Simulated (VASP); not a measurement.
MgS, 4 atoms in the cell. The structure is hexagonal, space group P6_3mc (No. 186). The conventional cell has a = 4.035 Å, b = 4.035 Å, c = 6.432 Å, α = 90.00°, β = 90.00°, γ = 120.00°. Within 3.2 Å of S (site symmetry 3m) lie 4 Mg at 2.45 to 2.47 Å. Within 3.2 Å of Mg (site symmetry 3m) lie 4 S at 2.45 to 2.47 Å. 

```yaml
Program: VASP 6.6.1
Task: single point
Functional: LDA
Potentials_or_basis: VASP PAW LDA potentials, release 64 (S, Mg)
Cutoff: 520 eV
k_mesh: 8 × 8 × 4
Occupations: fermi-dirac, width 0.05 eV
Spin: no spin polarisation
Dipole_correction: no
Further_INCAR_settings: ALGO = Normal; EDIFF = 1e-07; NBANDS = 16
```

Potentials or basis: VASP PAW LDA potentials, release 64 (S, Mg).

Command:

```bash
$ cat potpaw_LDA.64/S/POTCAR potpaw_LDA.64/Mg/POTCAR > POTCAR
$ mpirun -np 1 vasp_std > vasp.out
```

Hardware: 1 thread of Intel(R) Xeon(R) Platinum 8375C CPU @ 2.90GHz (Ice Lake), with other jobs on the host.

Problem. How long does it take, and how much memory?

Solution. It took 26 s on 1 thread of Intel(R) Xeon(R) Platinum 8375C CPU @ 2.90GHz (Ice Lake), on a shared host, peak memory 0.18 GiB. Counts: scf iterations 13, k points 30.
